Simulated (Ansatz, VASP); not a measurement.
# One calculation of GaSb, two programs

```xyz
2
Lattice="0.0000 3.1203 3.1203 3.1203 0.0000 3.1203 3.1203 3.1203 0.0000" Properties=species:S:1:pos:R:3 pbc="T T T"
Ga    0.0000    0.0000    0.0000
Sb    1.5602    1.5602    1.5602
```

Alike in both runs: task single point; functional HSE06; k mesh 4 × 4 × 4; occupations fermi-dirac, width 0.1 eV; no spin polarisation.

|  | VASP | Ansatz |
| --- | --- | --- |
| version | VASP 6.6.1 | Ansatz 0.2.0 development build |
| potentials or method | VASP PAW PBE potentials, release 64 (Ga_d, Sb) | plane waves, PAW datasets (generated hard set |
| plane-wave cutoff (eV) | 520 | 700 |
| valence electrons in the cell | 18 | 44 |

|  | VASP | Ansatz | Ansatz less VASP |
| --- | --- | --- | --- |
| gap on the k mesh at the Fermi level (eV) | 0.40 | 0.40 | -0.005 |

VASP's potentials hold 18 valence electrons a cell and Ansatz's 44, so a difference there can come from the potentials and not from the codes.

The k mesh is coarse, so the values compare programs but aren't converged. Neither program's run includes spin-orbit coupling.
